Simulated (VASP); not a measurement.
# InP (F-43m) in VASP: elastic constants with PBEsol

Aim: the elastic constants of InP with PBEsol.

All numbers are computed with VASP 6.6.1; they aren't measurements. Logs are shortened: lines on timing, memory, paths and dates and some standing lists are left out, and cuts for length are marked.

### Step 1. The cell of the first run

The structure is cubic, space group F-43m (No. 216). The conventional cell has a = 5.879 Å, b = 5.879 Å, c = 5.879 Å, α = 90.00°, β = 90.00°, γ = 90.00°. In (site symmetry -43m) has 4 P at 2.55 Å within 3.4 Å. Within 3.4 Å of P (site symmetry -43m) lie 4 In at 2.55 Å.

### Step 2. Elastic constants, PBEsol

Input file INCAR:

```
PREC     = Accurate       # precision mode
ENCUT    = 500            # plane-wave cutoff, eV
EDIFF    = 1E-8           # SCF threshold, eV
ISMEAR   = 1              # smearing method
SIGMA    = 0.005          # smearing width, eV
LREAL    = F              # projectors in reciprocal space
LASPH    = T              # aspherical terms in the spheres
NELM     = 120            # most SCF steps
ALGO     = Normal         # electronic algorithm
ISIF     = 3              # what is computed and relaxed
LWAVE    = F              # write WAVECAR
LCHARG   = F              # write CHGCAR
GGA      = PS             # functional
IBRION   = 6              # ionic algorithm
NFREE    = 2            
POTIM    = 0.015          # step
NSW      = 1              # ionic steps
GGA_COMPAT= F
```

Input file KPOINTS:

```
Automatic mesh
0
Gamma
  8 8 8
```

Input file POSCAR:

```
InP
1.0
    0.0000000000      2.9393287091      2.9393287091
    2.9393287091      0.0000000000      2.9393287091
    2.9393287091      2.9393287091      0.0000000000
In P
1 1
Direct
    0.0000000000      0.0000000000      0.0000000000
    0.7500000000      0.7500000000      0.7500000000
```

Potentials or basis: VASP PAW PBE potentials, release 64 (In_d, P).

On the command line:

```
$ cat potpaw_PBE.64/In_d/POTCAR potpaw_PBE.64/P/POTCAR > POTCAR
$ mpirun -np 1 vasp_std > vasp.out
```

OUTCAR:

```text
PREC = Accurate
   ENCUT = 500
   EDIFF = 1E-8
   ISMEAR = 1
   LREAL = F
   LASPH = T
   NELM = 120
   ISIF = 3
   GGA = PS
   IBRION = 6
   NFREE = 2
   POTIM = 0.015
   NSW = 1

 ion  position               nearest neighbor table
   1  0.000  0.000  0.000-   2 2.55   2 2.55   2 2.55   2 2.55
   2  0.750  0.750  0.750-   1 2.55   1 2.55   1 2.55   1 2.55

  LATTYP: Found a face centered cubic cell.
 ALAT       =     5.8786574182

  Lattice vectors:

 A1 = (   0.0000000000,   2.9393287091,   2.9393287091)
 A2 = (   2.9393287091,   0.0000000000,   2.9393287091)
 A3 = (   2.9393287091,   2.9393287091,   0.0000000000)

Analysis of symmetry for initial positions (statically):
=====================================================================
 Subroutine PRICEL returns:
 Original cell was already a primitive cell.

 Routine SETGRP: Setting up the symmetry group for a
 face centered cubic supercell.

 Subroutine GETGRP returns: Found 24 space group operations
 (whereof 24 operations were pure point group operations)
 out of a pool of 48 trial point group operations.

The static configuration has the point symmetry T_d .

Analysis of symmetry for dynamics (positions and initial velocities):
=====================================================================
 Subroutine PRICEL returns:
 Original cell was already a primitive cell.

 Routine SETGRP: Setting up the symmetry group for a
 face centered cubic supercell.

 Subroutine GETGRP returns: Found 24 space group operations
 (whereof 24 operations were pure point group operations)
 out of a pool of 48 trial point group operations.

The dynamic configuration has the point symmetry T_d .

 Subroutine INISYM returns: Found 24 space group operations
 (whereof 24 operations are pure point group operations),
 and found     1 'primitive' translations

----------------------------------------------------------------------------------------

                                     Primitive cell

  volume of cell :      50.7896

  direct lattice vectors                    reciprocal lattice vectors
     0.000000000  2.939328709  2.939328709    -0.170106868  0.170106868  0.170106868
     2.939328709  0.000000000  2.939328709     0.170106868 -0.170106868  0.170106868
     2.939328709  2.939328709  0.000000000     0.170106868  0.170106868 -0.170106868

  length of vectors
     4.156838525  4.156838525  4.156838525     0.294633738  0.294633738  0.294633738

  position of ions in fractional coordinates (direct lattice)
     0.000000000  0.000000000  0.000000000
     0.750000000  0.750000000  0.750000000

  ion indices of the primitive-cell ions
   primitive index   ion index
                 1           1
                 2           2

----------------------------------------------------------------------------------------

 KPOINTS: Automatic mesh

Automatic generation of k-mesh.
 Grid dimensions read from file:
 generate k-points for:    8    8    8

 Generating k-lattice:

  Cartesian coordinates                     Fractional coordinates (reciprocal lattice)
    -0.021263358  0.021263358  0.021263358     0.125000000  0.000000000  0.000000000
     0.021263358 -0.021263358  0.021263358     0.000000000  0.125000000  0.000000000
     0.021263358  0.021263358 -0.021263358     0.000000000  0.000000000  0.125000000

  Length of vectors
     0.036829217  0.036829217  0.036829217

  Shift w.r.t. Gamma in fractional coordinates (k-lattice)
     0.000000000  0.000000000  0.000000000

 Subroutine IBZKPT returns following result:
 ===========================================

 Found     29 irreducible k-points:

 Following reciprocal coordinates:
            Coordinates               Weight
  0.000000  0.000000  0.000000      1.000000
  0.125000  0.000000  0.000000      8.000000
  0.250000  0.000000  0.000000      8.000000
  0.375000  0.000000  0.000000      8.000000
  0.500000  0.000000  0.000000      4.000000
  0.125000  0.125000  0.000000      6.000000
[... 16 lines left out ...]
  0.500000  0.250000  0.125000     48.000000
 -0.375000  0.250000  0.125000     24.000000
 [... further k-points ...]
[... 49 lines left out ...]
 finite differences with symmetry
 non-spin polarized calculation
 Methfessel and Paxton  Order N= 1 SIGMA  =   0.01
  energy-cutoff  :      500.00
  volume of cell :       50.79
 maximum number of plane-waves:      1308
   NGX = 15   NGY = 15   NGZ = 15

--------------------------------------- Ionic step        1  -------------------------------------------

 number of electron      18.0000005 magnetization

 Free energy of the ion-electron system (eV)
  ---------------------------------------------------
  ext. energy  EPLUGINS =         0.00000000
  ---------------------------------------------------
  free energy    TOTEN  =        -9.15473448 eV

  energy without entropy =       -9.15473448  energy(sigma->0) =       -9.15473448

------------------------ aborting loop because EDIFF is reached ----------------------------------------

  FORCE on cell =-STRESS in cart. coord.  units (eV):
  Direction    XX          YY          ZZ          XY          YZ          ZX
  --------------------------------------------------------------------------------------
  -------------------------------------------------------------------------------------
  Total       -0.0084667     -0.0084667     -0.0084667      0.0000000      0.0000000      0.0000000
  in kB       -0.2670862     -0.2670862     -0.2670862      0.0000000      0.0000000      0.0000000
  external PRESSURE =      -0.2670862 kB  Pullay stress =       0.0000000 kB
[... 89 lines left out ...]
  FREE ENERGIE OF THE ION-ELECTRON SYSTEM (eV)
  ---------------------------------------------------
  free  energy   TOTEN  =        -9.1514665585 eV

  energy  without entropy=       -9.1514665585  energy(sigma->0) =       -9.15146656

[... ionic steps 4 to 14 ...]

--------------------------------------- Ionic step       15  -------------------------------------------

 number of electron      18.0000003 magnetization

------------------------ aborting loop because EDIFF is reached ----------------------------------------
[... 67 lines left out ...]
--------------------------------------- Ionic step       17  -------------------------------------------

 number of electron      18.0000004 magnetization

 Free energy of the ion-electron system (eV)
  ---------------------------------------------------
  ext. energy  EPLUGINS =         0.00000000
  ---------------------------------------------------
  free energy    TOTEN  =        -9.15385361 eV

  energy without entropy =       -9.15385418  energy(sigma->0) =       -9.15385380

 E-fermi :   5.0258     XC(G=0):  -9.4391

 val. band max:        5.0215612464   @ k =   0.0000   0.0000   0.0000
 cond. band min:       5.5603869116   @ k =   0.0000   0.0000   0.0000
 fundamental gap:      0.5388256653
 Fermi energy:         5.0257706577

 k-point     1 :       0.0000    0.0000    0.0000
  band No.  band energies     occupation
      1      -9.1416      2.00000
      2      -9.1383      2.00000
      3      -9.1344      2.00000
      4      -8.9879      2.00000
      5      -8.9879      2.00000
      6      -6.4921      2.00000
      7       4.9656      2.00000
      8       4.9944      2.00000
      9       5.0216      2.00000
     10       5.5604      0.00000
     11       8.9936      0.00000
     12       9.0098      0.00000
     13       9.0276      0.00000
[... 354 lines left out ...]
  band No.  band energies     occupation
      1      -9.2686      2.00000
      2      -9.0913      2.00000
      3      -9.0717      2.00000
      4      -8.9931      2.00000
      5      -8.9751      2.00000
      6      -4.4621      2.00000
      7      -0.5481      2.00000
      8       2.2869      2.00000
      9       3.3420      2.00000
     10       8.0637      0.00000
     11       9.0529      0.00000
     12      10.8014      0.00000
     13      12.0995      0.00000

 [... further k-points ...]

------------------------ aborting loop because EDIFF is reached ----------------------------------------

  FORCE on cell =-STRESS in cart. coord.  units (eV):
  Direction    XX          YY          ZZ          XY          YZ          ZX
  --------------------------------------------------------------------------------------
  -------------------------------------------------------------------------------------
  Total       -0.0084627     -0.0060189     -0.0060189      0.0000000     -0.1172997      0.0000000
  in kB       -0.2669586     -0.1898689     -0.1898689      0.0000000     -3.7002665      0.0000000
  external PRESSURE =      -0.2155654 kB  Pullay stress =       0.0000000 kB
[... 17 lines left out ...]
  FREE ENERGIE OF THE ION-ELECTRON SYSTEM (eV)
  ---------------------------------------------------
  free  energy   TOTEN  =        -9.1538536147 eV

  energy  without entropy=       -9.1538541809  energy(sigma->0) =       -9.15385380

 INTERNAL STRAIN TENSORS FROM STRAINED CELLS
 ============================================

 INTERNAL STRAIN TENSOR FOR ION    1 for displacements in x,y,z  (eV/Angst):
          X           Y           Z          XY          YZ          ZX
  --------------------------------------------------------------------------------
  x    -0.00000    -0.00000     0.00000    -0.00000    -7.83591    -0.00000
  y    -0.00000     0.00000     0.00000     0.00000     0.00000    -7.83686
  z    -0.00000    -0.00000     0.00000    -7.83666    -0.00000     0.00000

 INTERNAL STRAIN TENSORS FROM DISPLACED ATOMS
 ============================================

 INTERNAL STRAIN TENSOR FOR ION    1 for displacements in x,y,z  (eV/Angst):
          X           Y           Z          XY          YZ          ZX
  --------------------------------------------------------------------------------
  x     0.00000     0.00000     0.00000     0.00000    -7.82849     0.00000
  y     0.00000     0.00000     0.00000     0.00000     0.00000    -7.82849
  z     0.00000     0.00000     0.00000    -7.82849     0.00000     0.00000

 INTERNAL STRAIN TENSOR FOR ION    2 for displacements in x,y,z  (eV/Angst):
          X           Y           Z          XY          YZ          ZX
  --------------------------------------------------------------------------------
  x     0.00000     0.00000     0.00000     0.00000     7.82350     0.00000
  y     0.00000     0.00000     0.00000     0.00000     0.00000     7.82350
  z     0.00000     0.00000     0.00000     7.82350     0.00000     0.00000

 Eigenvectors and eigenvalues of the dynamical matrix
 ----------------------------------------------------

   1 f  =    8.852002 THz    55.618772 2PiTHz  295.271019 cm-1    36.608924 meV
             X         Y         Z           dx          dy          dz
      0.000000  0.000000  0.000000     0.000000    0.460975   -0.000000
      4.408993  4.408993  4.408993     0.000000   -0.887413   -0.000000
[... 21 lines left out ...]
   6 f/i=    0.000517 THz     0.003247 2PiTHz    0.017238 cm-1     0.002137 meV
             X         Y         Z           dx          dy          dz
      0.000000  0.000000  0.000000    -0.020333   -0.097010   -0.881860
      4.408993  4.408993  4.408993    -0.010562   -0.050393   -0.458091

--------------------------------------------------------------------------------------------------------

 ELASTIC MODULI CONTR FROM IONIC RELAXATION (kBar)
 Direction    XX          YY          ZZ          XY          YZ          ZX
 --------------------------------------------------------------------------------
 XX          -0.0000     -0.0000     -0.0000      0.0000      0.0000      0.0000
 YY          -0.0000     -0.0000     -0.0000      0.0000      0.0000      0.0000
 ZZ          -0.0000     -0.0000     -0.0000      0.0000      0.0000      0.0000
 XY           0.0000      0.0000      0.0000   -247.0149      0.0000      0.0000
 YZ           0.0000      0.0000      0.0000      0.0000   -247.0149      0.0000
 ZX           0.0000      0.0000      0.0000      0.0000      0.0000   -247.0149
 --------------------------------------------------------------------------------

 TOTAL ELASTIC MODULI (kBar)
 Direction    XX          YY          ZZ          XY          YZ          ZX
 --------------------------------------------------------------------------------
 XX         944.0745    526.3780    526.3780      0.0000      0.0000      0.0000
 YY         526.3780    944.0745    526.3780      0.0000      0.0000      0.0000
 ZZ         526.3780    526.3780    944.0745      0.0000      0.0000      0.0000
 XY           0.0000      0.0000      0.0000    433.3266      0.0000      0.0000
 YZ           0.0000      0.0000      0.0000      0.0000    433.3266      0.0000
 ZX           0.0000      0.0000      0.0000      0.0000      0.0000    433.3266
 --------------------------------------------------------------------------------
```

It took 25 min on 1 thread of AMD EPYC 7R13, shared host; peak memory 0.28 GiB.

Results:

```
Elastic constants C11, C12, C44                         : 94, 53, 43 GPa
Voigt bulk modulus                                      : 67 GPa
Highest phonon frequency at Γ, LO-TO splitting left out : 295 cm⁻¹
```

Phonon frequencies in cm⁻¹ (negative: imaginary):
```
              q point        frequencies
(0.000, 0.000, 0.000)  0 0 0 295 295 295
```

Elastic tensor in Voigt notation (GPa, in the Cartesian axes of the cell as first typed):
```
94 53 53  0  0  0
53 94 53  0  0  0
53 53 94  0  0  0
 0  0  0 43  0  0
 0  0  0  0 43  0
 0  0  0  0  0 43
```

Clamped-ion elastic tensor (GPa):
```
94 53 53  0  0  0
53 94 53  0  0  0
53 53 94  0  0  0
 0  0  0 68  0  0
 0  0  0  0 68  0
 0  0  0  0  0 68
```

Caveat: the PAW data sets were made with another functional, which shifts forces and pressure a little; spin-orbit coupling is left out, which moves the levels of the heavy elements.
